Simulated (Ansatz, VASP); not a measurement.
**Two plane-wave programs on SiC**

File INCAR:

```
SYSTEM = SiC
PREC = Accurate ; ENCUT = 600
EDIFF = 1E-6 ; ISMEAR = 0
SIGMA = 0.01 ; LREAL = .FALSE.
LASPH = .TRUE. ; NELM = 120
ALGO = Normal ; ISIF = 2
LWAVE = .FALSE. ; LCHARG = .FALSE.
NBANDS = 16 ; GGA_COMPAT = .FALSE.
```

Contents of KPOINTS:

```
regular mesh
0
G
  7 7 4
  0 0 0
```

File POSCAR:

```
SiC
1.0
    3.0760000000      0.0000000000      0.0000000000
   -1.5380000000      2.6638940000      0.0000000000
    0.0000000000      0.0000000000      5.0480000000
Si C
2 2
Direct
    0.3333333333      0.6666666667      0.0000000000
    0.6666666667      0.3333333333      0.5000000000
    0.3333333333      0.6666666667      0.3850000000
    0.6666666667      0.3333333333      0.8850000000
```

Input for Ansatz:

```yaml
crystal:
  lattice:
    - [3.076, 0.0, 0.0]
    - [-1.538, 2.663894, 0.0]
    - [0.0, 0.0, 5.048]
  atoms:
    - { symbol: Si, position: [0.3333333333333333, 0.6666666666666666, 0.0] }
    - { symbol: Si, position: [0.6666666666666666, 0.3333333333333333, 0.5] }
    - { symbol: C, position: [0.3333333333333333, 0.6666666666666666, 0.385] }
    - { symbol: C, position: [0.6666666666666666, 0.3333333333333333, 0.885] }
kpoints:
  mp_grid:
    grid: [7, 7, 4]
    shift: [0.0, 0.0, 0.0]
hamiltonian:
  xc: lda
scf:
  n_extra_bands: 14
  occupations:
    method: fixed
output:
  dos:
    de: 0.1
    projected: true
```

Alike in both runs: task single point; functional LDA; k mesh 7 × 7 × 4; no spin polarisation.

|  | VASP | Ansatz |
| --- | --- | --- |
| version | VASP 6.6.1 | Ansatz 0.2.0 |
| potentials or method | VASP PAW LDA potentials, release 64 (Si, C) | plane waves, PAW |
| plane-wave cutoff (eV) | 600 | 420 |
| occupations | gaussian, width 0.01 eV | fixed |
| valence electrons in the cell | 16 | 16 |

Ansatz gave:

```
gap on the k mesh at the Fermi level (eV) : 2.53
```

**Question.** Which values does VASP return?

**Answer.** gap on the k mesh at the Fermi level (eV): 2.51.

LDA's correlation is that of Perdew and Zunger in VASP and of Perdew and Wang (1992) in Ansatz.
